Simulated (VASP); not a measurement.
# B2W (P6/mmm) in VASP: notebook

Runs on B2W. Level: LDA. Tasks: single point.

Everything below comes from runs of VASP 6.6.1. Logs are shortened: lines on timing, memory, paths and dates and some standing lists are left out, and cuts for length are marked.

### Step 1. The cell of the first run

The structure is hexagonal, space group P6/mmm (No. 191). The conventional cell has a = 3.020 Å, b = 3.020 Å, c = 3.019 Å, α = 90.00°, β = 90.00°, γ = 120.00°. Within 2.4 Å of B (site symmetry -6m2) lie 3 B at 1.74 Å and 6 W at 2.31 Å. W (site symmetry 6/mmm) has 12 B at 2.31 Å and 8 W at 3.02 Å within 3.1 Å.

### Step 2. Single point, LDA (zz strain of -1 %)

INCAR reads:

```
SYSTEM = B2W
PREC = Accurate
ENCUT = 520
EDIFF = 1E-7
ISMEAR = -1
SIGMA = 0.05
LREAL = .False.
LASPH = .True.
NELM = 100
ALGO = Normal
ISIF = 2
LWAVE = .False.
LCHARG = .True.
GGA = CA
LELF = .True.
LVHAR = .True.
NBANDS = 17
```

KPOINTS reads:

```
Automatic mesh
0
Gamma
  14 14 12
  0 0 0
```

POSCAR reads:

```
B2W
1.0
    3.0200014205      0.0000000000      0.0000000000
   -1.5100007103      2.6153979496      0.0000000000
    0.0000000000      0.0000000000      3.0195000000
B W
2 1
Direct
    0.3333333333      0.6666666667      0.5000000000
    0.6666666667      0.3333333333      0.5000000000
    0.0000000000      0.0000000000      0.0000000000
```

Potentials or basis: VASP PAW LDA potentials, release 64 (B, W_sv).

Launch:

```bash
$ cat potpaw_LDA.64/B/POTCAR potpaw_LDA.64/W_sv/POTCAR > POTCAR
$ mpirun -np 1 vasp_std > vasp.out
```

OUTCAR:

```text
SYSTEM = B2W
   PREC = Accurate
   ENCUT = 520
   EDIFF = 1E-7
   ISMEAR = -1
   LREAL = .False.
   LASPH = .True.
   NELM = 100
   ISIF = 2
   GGA = CA

 ion  position               nearest neighbor table
   1  0.333  0.667  0.500-   2 1.74   2 1.74   2 1.74   3 2.31   3 2.31   3 2.31   3 2.31   3 2.31
                             3 2.31
   2  0.667  0.333  0.500-   1 1.74   1 1.74   1 1.74   3 2.31   3 2.31   3 2.31   3 2.31   3 2.31
                             3 2.31
   3  0.000  0.000  0.000-   1 2.31   2 2.31   1 2.31   2 2.31   2 2.31   2 2.31   1 2.31   1 2.31
                             2 2.31   2 2.31   1 2.31   1 2.31

  LATTYP: Found a hexagonal cell.
 ALAT       =     3.0200014205
 C/A-ratio  =     0.9998339668

  Lattice vectors:

 A1 = (   3.0200014205,   0.0000000000,   0.0000000000)
 A2 = (  -1.5100007103,   2.6153979496,   0.0000000000)
 A3 = (   0.0000000000,   0.0000000000,   3.0195000000)

Analysis of symmetry for initial positions (statically):
=====================================================================
 Subroutine PRICEL returns:
 Original cell was already a primitive cell.

 Routine SETGRP: Setting up the symmetry group for a
 hexagonal supercell.

 Subroutine GETGRP returns: Found 24 space group operations
 (whereof 24 operations were pure point group operations)
 out of a pool of 24 trial point group operations.

The static configuration has the point symmetry D_6h.

Analysis of symmetry for dynamics (positions and initial velocities):
=====================================================================
 Subroutine PRICEL returns:
 Original cell was already a primitive cell.

 Routine SETGRP: Setting up the symmetry group for a
 hexagonal supercell.

 Subroutine GETGRP returns: Found 24 space group operations
 (whereof 24 operations were pure point group operations)
 out of a pool of 24 trial point group operations.

The dynamic configuration has the point symmetry D_6h.

 Subroutine INISYM returns: Found 24 space group operations
 (whereof 24 operations are pure point group operations),
 and found     1 'primitive' translations

----------------------------------------------------------------------------------------

                                     Primitive cell

  volume of cell :      23.8495

  direct lattice vectors                    reciprocal lattice vectors
     3.020001420  0.000000000  0.000000000     0.331125672  0.191175496  0.000000000
    -1.510000710  2.615397950  0.000000000     0.000000000  0.382350992  0.000000000
     0.000000000  0.000000000  3.019500000     0.000000000  0.000000000  0.331180659

  length of vectors
     3.020001420  3.020001421  3.019500000     0.382350992  0.382350992  0.331180659

  position of ions in fractional coordinates (direct lattice)
     0.333333333  0.666666667  0.500000000
     0.666666667  0.333333333  0.500000000
     0.000000000  0.000000000  0.000000000

  ion indices of the primitive-cell ions
   primitive index   ion index
                 1           1
                 2           2
                 3           3

----------------------------------------------------------------------------------------

 KPOINTS: Automatic mesh

Automatic generation of k-mesh.
 Grid dimensions read from file:
 generate k-points for:   14   14   12

 Generating k-lattice:

  Cartesian coordinates                     Fractional coordinates (reciprocal lattice)
     0.023651834  0.013655393  0.000000000     0.071428571  0.000000000  0.000000000
     0.000000000  0.027310785  0.000000000     0.000000000  0.071428571  0.000000000
     0.000000000  0.000000000  0.027598388     0.000000000  0.000000000  0.083333333

  Length of vectors
     0.027310785  0.027310785  0.027598388

  Shift w.r.t. Gamma in fractional coordinates (k-lattice)
     0.000000000  0.000000000  0.000000000

 Subroutine IBZKPT returns following result:
 ===========================================

 Found    168 irreducible k-points:

 Following reciprocal coordinates:
            Coordinates               Weight
  0.000000  0.000000  0.000000      1.000000
  0.071429  0.000000  0.000000      6.000000
  0.142857  0.000000  0.000000      6.000000
  0.214286  0.000000  0.000000      6.000000
  0.285714  0.000000  0.000000      6.000000
  0.357143  0.000000  0.000000      6.000000
[... 16 lines left out ...]
  0.285714  0.285714  0.000000      6.000000
  0.357143  0.285714  0.000000      6.000000
 [... further k-points ...]
   k-points           NKPTS =    168   k-points in BZ     NKDIM =    168   number of bands    NBANDS=     17
   number of dos      NEDOS =    301   number of ions     NIONS =      3
   total plane-waves  NPLWV =  13824
   dimension x,y,z NGX =    24 NGY =   24 NGZ =   24
   dimension x,y,z NGXF=    48 NGYF=   48 NGZF=   48
   ions per type =               2   1
   NGX,Y,Z   is equivalent  to a cutoff of  13.21, 13.21, 13.21 a.u.
   NGXF,Y,Z  is equivalent  to a cutoff of  26.42, 26.42, 26.43 a.u.
 SYSTEM =  B2W
   PREC   = accura    normal or accurate (medium, high low for compatibility)
   ISTART =      0    job   : 0-new  1-cont  2-samecut
   ICHARG =      2    charge: 1-file 2-atom 10-const
   ISPIN  =      1    spin polarized calculation?
   LNONCOLLINEAR =      F non collinear calculations
   LSORBIT =      F    spin-orbit coupling
   LASPH  =      T    aspherical Exc in radial PAW
   ENCUT  =  520.0 eV  38.22 Ry    6.18 a.u.   5.62  5.62  5.61*2*pi/ulx,y,z
   NELM   =    100;   NELMIN=  2; NELMDL= -5     # of ELM steps
   EDIFF  = 0.1E-06   stopping-criterion for ELM
   LREAL  =      F    real-space projection
   EDIFFG = 0.1E-05   stopping-criterion for IOM
   NSW    =      0    number of steps for IOM
   IBRION =     -1    ionic relax: 0-MD 1-quasi-New 2-CG
   NFREE  =      0    steps in history (QN), initial steepest desc. (CG)
   ISIF   =      2    stress and relaxation
   ISYM   =      2    0-nonsym 1-usesym 2-fastsym
   POTIM  = 0.5000    time-step for ionic-motion
   TEBEG  =    0.0;   TEEND  =   0.0 temperature during run
   PSTRESS=    0.0 pullay stress
   NELECT =      20.0000    total number of electrons
   NUPDOWN=      -1.0000    fix difference up-down
   EMIN   =  10.00;   EMAX   =-10.00  energy-range for DOS
   EFERMI =   0.00;   METHOD = LEGACY
   ISMEAR =    -1;   SIGMA  =   0.05  broadening in eV -4-tet -1-fermi 0-gaus
   EFERMI_NEDOS =   21; number of points for ismear=-14 and -15
   IALGO  =     38    algorithm
   IMIX   =      4    mixing-type and parameters
     AMIX     =   0.40;   BMIX     =  1.00
     AMIX_MAG =   1.60;   BMIX_MAG =  1.00
  volume/ion in A,a.u.               =       7.95        53.65
  Fermi-wavevector in a.u.,A,eV,Ry     =   1.543802  2.917362 32.427087  2.383324
  Thomas-Fermi vector in A             =   2.649413
   LORBIT       =      0    0 simple, 1 ext, 2 COOP (PROOUT), +10 PAW based schemes
   GGA     = CA    functional components
   LHFCALC =     F    Hartree Fock is set to
   AEXX    =    0.0000 exact exchange contribution
   IVDW    =     0    specifies the selected vdW correction
   LEPSILON=     F    determine dielectric tensor
   LRPA    =     F    only Hartree local field effects (RPA)
 non-spin polarized calculation
  energy-cutoff  :      520.00
  volume of cell :       23.85
 maximum number of plane-waves:       660
 NGX is ok and might be reduce to    24
   NGX = 11   NGY = 11   NGZ = 11

 number of electron      19.9999996 magnetization

 Free energy of the ion-electron system (eV)
  ---------------------------------------------------
  ext. energy  EPLUGINS =         0.00000000
  ---------------------------------------------------
  free energy    TOTEN  =       -29.20869113 eV

  energy without entropy =      -29.19771803  energy(sigma->0) =      -29.20320458

 E-fermi :  13.8191     XC(G=0): -14.2105

 val. band max:       13.8186075008   @ k =   0.3571   0.0000   0.1667
 cond. band min:      13.8229877015   @ k =   0.3571   0.0000   0.3333
 fundamental gap:      0.0043802006
 Fermi energy:        13.8191010453

 k-point     1 :       0.0000    0.0000    0.0000
  band No.  band energies     occupation
      1     -60.8878      2.00000
      2     -25.4954      2.00000
      3     -25.2357      2.00000
      4     -25.2357      2.00000
      5      -2.8735      2.00000
      6       7.3873      2.00000
[... 9 lines left out ...]
     16      17.5370      0.00000
     17      21.4212      0.00000

 k-point     2 :       0.0714    0.0000    0.0000
  band No.  band energies     occupation
      1     -60.8860      2.00000
      2     -25.4906      2.00000
      3     -25.2679      2.00000
      4     -25.2431      2.00000
      5      -2.7515      2.00000
      6       7.1466      2.00000
[... 9 lines left out ...]
     16      18.6070      0.00000
     17      21.0655      0.00000

 k-point     3 :       0.1429    0.0000    0.0000
  band No.  band energies     occupation
      1     -60.8807      2.00000
      2     -25.4772      2.00000
      3     -25.3574      2.00000
      4     -25.2641      2.00000
      5      -2.3965      2.00000
      6       6.5250      2.00000
[... 9 lines left out ...]
     16      20.1613      0.00000
     17      20.3516      0.00000

 k-point     4 :       0.2143    0.0000    0.0000
  band No.  band energies     occupation
      1     -60.8730      2.00000
      2     -25.4846      2.00000
      3     -25.4578      2.00000
      4     -25.2942      2.00000
      5      -1.8389      2.00000
      6       5.7076      2.00000
[... 9 lines left out ...]
     16      20.6470      0.00000
     17      21.8996      0.00000
[... 343 lines left out ...]
      1     -60.8468      2.00000
      2     -25.7721      2.00000
      3     -25.5340      2.00000
      4     -25.3909      2.00000
      5       1.6725      2.00000
      6       3.0272      2.00000
[... 9 lines left out ...]
     16      23.3575      0.00000
     17      25.8169      0.00000

 k-point    23 :       0.2857    0.2857    0.0000
  band No.  band energies     occupation
      1     -60.8463      2.00000
      2     -25.7374      2.00000
      3     -25.5783      2.00000
      4     -25.3899      2.00000
      5       1.7425      2.00000
      6       3.4892      2.00000
[... 9 lines left out ...]
     16      24.3867      0.00000
     17      25.2430      0.00000

 k-point    24 :       0.3571    0.2857    0.0000
  band No.  band energies     occupation
      1     -60.8452      2.00000
      2     -25.7168      2.00000
      3     -25.6229      2.00000
      4     -25.3868      2.00000
      5       2.5331      2.00000
      6       2.9897      2.00000
[... 9 lines left out ...]
     16      24.3630      0.00000
     17      25.4957      0.00000

 [... further k-points ...]

------------------------ aborting loop because EDIFF is reached ----------------------------------------

  FORCE on cell =-STRESS in cart. coord.  units (eV):
  Direction    XX          YY          ZZ          XY          YZ          ZX
  --------------------------------------------------------------------------------------
  -------------------------------------------------------------------------------------
  Total        3.3109393      3.3109393      6.3280826     -0.0000000     -0.0000000      0.0000000
  in kB      222.4240992    222.4240992    425.1114115     -0.0000000     -0.0000000      0.0000000
  external PRESSURE =     289.9865366 kB  Pullay stress =       0.0000000 kB

 VOLUME and BASIS-vectors are now :
 -----------------------------------------------------------------------------
  energy-cutoff  :      520.00
  volume of cell :       23.85
      direct lattice vectors                 reciprocal lattice vectors
     3.020001420  0.000000000  0.000000000     0.331125672  0.191175496  0.000000000
    -1.510000710  2.615397950  0.000000000     0.000000000  0.382350992  0.000000000
     0.000000000  0.000000000  3.019500000     0.000000000  0.000000000  0.331180659

 POSITION                                       TOTAL-FORCE (eV/Angst)
 -----------------------------------------------------------------------------------
     -0.00000      1.74360      1.50975         0.000000      0.000000      0.000000
      1.51000      0.87180      1.50975        -0.000000      0.000000      0.000000
      0.00000      0.00000      0.00000         0.000000      0.000000      0.000000
 -----------------------------------------------------------------------------------
    total drift:                               -0.000000      0.000000      0.000000

  FREE ENERGIE OF THE ION-ELECTRON SYSTEM (eV)
  ---------------------------------------------------
  free  energy   TOTEN  =       -29.2086911270 eV

  energy  without entropy=      -29.1977180339  energy(sigma->0) =      -29.20320458
```

It took 49 s on 1 thread of Intel Xeon 8259CL, shared host; peak memory 0.18 GiB.

What came out:

| Quantity | Value |
| --- | --- |
| Free energy | -29.2087 eV |
| Pressure | 29.0 GPa |
| Band gap on the k mesh | zero (bands 10 and 11 overlap by 4.93 eV) |

Levels at points of the mesh, in eV from the Fermi level:
| k point | band 8 | band 9 | band 10 | band 11 | band 12 | band 13 |
| --- | --- | --- | --- | --- | --- | --- |
| (0.00, 0.00, 0.00) | -6.26 | -3.61 | 0.38 | 0.38 | 3.44 | 3.44 |
| (0.50, 0.00, 0.00) | -6.40 | -5.56 | -0.63 | 1.33 | 1.55 | 2.21 |
| (0.00, 0.00, 0.50) | -3.86 | -3.06 | -3.06 | -2.76 | -2.76 | 0.98 |
| (0.50, 0.00, 0.50) | -8.10 | -5.05 | 2.01 | 2.25 | 3.33 | 5.24 |

Caveat: the cell differs from its parent crystal (zz strain of -1 %); the cell stands under pressure; spin-orbit coupling is left out, which moves the levels of the heavy elements.

### Step 3. Single point, LDA (zz strain of +1 %)

INCAR reads:

```
SYSTEM = B2W
ALGO     = Normal         ! electronic algorithm
EDIFF    = 1E-6           ! SCF threshold, eV
ENCUT    = 520            ! plane-wave cutoff, eV
ISIF     = 2              ! what is computed and relaxed
ISMEAR   = -1             ! smearing method
LASPH    = .TRUE.         ! aspherical terms in the spheres
LCHARG   = .FALSE.        ! write CHGCAR
LREAL    = .FALSE.        ! projectors in reciprocal space
LWAVE    = .FALSE.        ! write WAVECAR
NBANDS   = 17             ! bands
NELM     = 60             ! most SCF steps
PREC     = Accurate       ! precision mode
SIGMA    = 0.05           ! smearing width, eV
```

KPOINTS reads:

```
k-points
0
G
  14 14 12
  0 0 0
```

POSCAR: that of step 2 with these lines changed.

```diff
@@ -4,3 +4,3 @@
    -1.5100007103      2.6153979496      0.0000000000
-    0.0000000000      0.0000000000      3.0195000000
+    0.0000000000      0.0000000000      3.0805000000
 B W
```

Potentials or basis: VASP PAW LDA potentials, release 64 (B, W_sv).

Launch:

```bash
$ cat potpaw_LDA.64/B/POTCAR potpaw_LDA.64/W_sv/POTCAR > POTCAR
$ mpirun -np 1 vasp_std > vasp.out
```

It took 40 s on 1 thread of Intel Xeon 8259CL, shared host; peak memory 0.18 GiB.

Results (log left out):

```yaml
Free_energy: -29.3164 eV
Pressure: 19.9 GPa
Band_gap_on_the_k_mesh: zero (bands 10 and 11 overlap by 4.60 eV)
```

Stress tensor (GPa, compression positive):
```
15.21  0.00  0.00
 0.00 15.21  0.00
 0.00  0.00 29.18
```

Levels at points of the mesh, in eV from the Fermi level:
```
           k point  band 8  band 9  band 10  band 11  band 12  band 13
(0.00, 0.00, 0.00)   -6.14   -3.79     0.34     0.34     3.19     3.19
(0.50, 0.00, 0.00)   -6.30   -5.44    -0.68     1.43     1.48     2.34
(0.00, 0.00, 0.50)   -3.57   -2.92    -2.92    -2.67    -2.67     0.54
(0.50, 0.00, 0.50)   -7.93   -4.96     1.93     2.07     3.33     5.14
```

Caveat: the cell differs from its parent crystal (zz strain of +1 %); the cell stands under pressure; spin-orbit coupling is left out, which moves the levels of the heavy elements.
